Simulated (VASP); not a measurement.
Write the native input for VASP 6.6.1 that does the following.

* Task: single point
* Functional: PBE
* Potentials or basis: VASP PAW PBE potentials, release 64 (Zn)
* Cutoff: 520 eV
* k mesh: 13 × 13 × 6
* Occupations: fermi-dirac, width 0.05 eV
* Spin: no spin polarisation
* Dipole correction: no
* Further INCAR settings: ALGO = Normal; EDIFF = 1e-07; NBANDS = 19

The structure of Zn lies in POSCAR:

```
Zn
1.0
    2.6700000000      0.0000000000      0.0000000000
   -1.3350000000      2.3122878281      0.0000000000
    0.0000000000      0.0000000000      4.9660000000
Zn
2
Direct
    0.3333333333      0.6666666667      0.2500000000
    0.6666666667      0.3333333333      0.7500000000
```

The input as run:

INCAR

```
PREC     = Accurate       # precision mode
ENCUT    = 520            # plane-wave cutoff, eV
EDIFF    = 1E-7           # SCF threshold, eV
ISMEAR   = -1             # smearing method
SIGMA    = 0.05           # smearing width, eV
LREAL    = F              # projectors in reciprocal space
LASPH    = T              # aspherical terms in the spheres
NELM     = 100            # most SCF steps
ALGO     = Normal         # electronic algorithm
ISIF     = 2              # what is computed and relaxed
LWAVE    = F              # write WAVECAR
LCHARG   = F              # write CHGCAR
GGA      = PE             # functional
NBANDS   = 19             # bands
```

KPOINTS

```
regular mesh
0
Gamma
  13 13 6
```

Potentials or basis: VASP PAW PBE potentials, release 64 (Zn).

The run is started by

```sh
$ cat potpaw_PBE.64/Zn/POTCAR > POTCAR
$ mpirun -np 1 vasp_std > vasp.out
```

It gave:

| Quantity | Value |
| --- | --- |
| Pressure | -0.7 GPa |
| Band gap on the k mesh | zero (bands 12 and 13 overlap by 4.14 eV) |

Run time: 75 s on 1 thread of Intel Xeon 8259CL, on a shared host, peak memory 0.17 GiB.
